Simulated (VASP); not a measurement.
Wanted: the native input for a VASP 6.6.1 run.

* Task: relaxation of cell and atoms
* Functional: PBEsol
* Potentials or basis: VASP PAW PBE potentials, release 64 (Hf_pv, N)
* Cutoff: 600 eV
* k mesh: 14 × 14 × 14
* Occupations: methfessel-paxton, width 0.05 eV
* Spin: no spin polarisation
* Dipole correction: no
* Further INCAR settings: ALGO = Normal; EDIFF = 1e-07; IBRION = 2; EDIFFG = -0.01; NSW = 80; ISIF = 3

The structure of HfN lies in POSCAR:

```
HfN
1.0
    0.0000000000      2.4548220000      2.4548220000
    2.4548220000      0.0000000000      2.4548220000
    2.4548220000      2.4548220000      0.0000000000
Hf N
1 1
Direct
    0.0000000000      0.0000000000      0.0000000000
    0.2500000000      0.2500000000      0.2500000000
```

One way to write it, as run:

INCAR

```
SYSTEM = HfN
PREC = Accurate ; ENCUT = 600
EDIFF = 1E-7 ; ISMEAR = 1
SIGMA = 0.05 ; LREAL = .FALSE.
LASPH = .TRUE. ; NELM = 120
ALGO = Normal ; ISIF = 3
LWAVE = .FALSE. ; LCHARG = .FALSE.
GGA = PS ; IBRION = 2
NSW = 80 ; EDIFFG = -0.01
GGA_COMPAT = .FALSE. ; NELMIN = 4
```

KPOINTS

```
regular mesh
0
G
  14 14 14
  0 0 0
```

Potentials or basis: VASP PAW PBE potentials, release 64 (Hf_pv, N).

The run is started by

```console
$ cat potpaw_PBE.64/Hf_pv/POTCAR potpaw_PBE.64/N/POTCAR > POTCAR
$ mpirun -np 1 vasp_std > vasp.out
```

Results of the run:

```
Relaxed volume                        : 14.35 Å³/atom
Relaxed cell                          : a = 3.437 Å, b = 3.437 Å, c = 3.437 Å, α = 60.00°, β = 60.00°, γ = 60.00°
Space group after relaxing (to 0.1 Å) : F-43m (No. 216)
Energy gained by relaxing             : 8.6 meV/atom
Ionic steps                           : 3
Pressure after relaxing               : -0.1 GPa
Band gap on the k mesh                : zero (an odd number of electrons rules out a gap without spin polarisation)
```

Caveat: the PAW data sets were made with another functional, which shifts forces and pressure a little; spin-orbit coupling is left out, which moves the levels of the heavy elements.

It took 78 s on 1 thread of Intel(R) Xeon(R) Platinum 8488C (Sapphire Rapids), on a shared host, peak memory 0.2 GiB.
